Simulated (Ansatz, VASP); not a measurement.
## One calculation of KCaHfSbO6, two programs

```xyz
10
Lattice="0.0000 4.0195 4.0195 4.0195 0.0000 4.0195 4.0195 4.0195 0.0000" Properties=species:S:1:pos:R:3 pbc="T T T"
K     2.0097    2.0097    2.0097
Ca    5.9840    6.0278    6.0278
Hf    0.0017    0.0001    0.0001
Sb    4.0159    4.0194    4.0194
O     2.0546    4.0264    4.0264
O     5.9983    4.0142    4.0142
O     4.0403    3.8239    5.9916
O     4.0525    4.2167    2.0478
O     4.0525    2.0478    4.2167
O     4.0403    5.9916    3.8239
```

Change from the starting cell: mode 22 (383.4 1/cm) frozen in, largest displacement +0.200 Å.

Alike in both runs: task single point; functional PBEsol; k mesh 6 × 6 × 6; occupations gaussian, width 0.05 eV; no spin polarisation.

|  | VASP | Ansatz |
| --- | --- | --- |
| version | VASP 6.6.1 | Ansatz 0.2.0 |
| potentials or method | VASP PAW PBE potentials, release 64 (K_sv, Ca_sv, Hf_pv, Sb, O), cutoff 520 eV | scalar-relativistic, plane waves, PAW |
| valence electrons in the cell | 70 | 96 |

|  | VASP | Ansatz | Ansatz less VASP |
| --- | --- | --- | --- |
| gap on the k mesh at the Fermi level (eV) | 3.09 | 3.13 | +0.045 |
| least direct gap on the mesh (eV) | 3.09 | 3.13 | +0.045 |
| pressure (GPa) | 0.0 | 0.4 | +0.45 |
| traceless stress, the component that is largest in VASP (GPa) | 0.93 | 1.10 | +0.176 |
| rms of the force components (eV/Å) | 0.696 | 0.680 | -0.0158 |

VASP's potentials were made for PBE, not for PBEsol. Atom by atom the forces differ by 0.086 eV/Å (rms over components). VASP's potentials hold 70 valence electrons a cell and Ansatz's 96, so a difference there can come from the potentials and not from the codes.

Spin-orbit coupling is off throughout.
